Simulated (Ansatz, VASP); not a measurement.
MoSe: VASP beside Ansatz

```xyz
2
Lattice="0.0000 2.9703 2.9703 2.9703 0.0000 2.9703 2.9703 2.9703 0.0000" Properties=species:S:1:pos:R:3 pbc="T T T"
Mo    0.0000    0.0000    0.0000
Se    1.4852    1.4852    1.4852
```

Alike in both runs: task single point; functional PBE; k mesh 12 × 12 × 12; occupations gaussian, width 0.1 eV; collinear spin; Hubbard terms Mo d U = 4.38 eV.

```csv
,VASP,Ansatz
version,VASP 6.6.1,Ansatz 0.2.0
potentials or method,"VASP PAW PBE potentials, release 64 (Mo_sv, Se), cutoff 520 eV","scalar-relativistic, plane waves, PAW"
valence electrons in the cell,20,30
```

```tsv
	VASP	Ansatz	Ansatz less VASP
gap on the k mesh at the Fermi level (eV)	none	none	-
pressure (GPa)	9.0	9.9	+0.89
net moment per atom (μB)	2.00	2.00	0.000
size of the moment on the site where the two differ most (μB)	3.54	2.95	-0.595
```

Site moments also hang on the region over which each program counts them. The programs project onto different local orbitals, so the same U acts differently, and such runs can settle in different states. A gap of «none» marks a metal or a gap that the smearing closes. VASP's potentials hold 20 valence electrons a cell and Ansatz's 30, so a difference there can come from the potentials and not from the codes. Ansatz's warnings: filled band counts differ across k points.
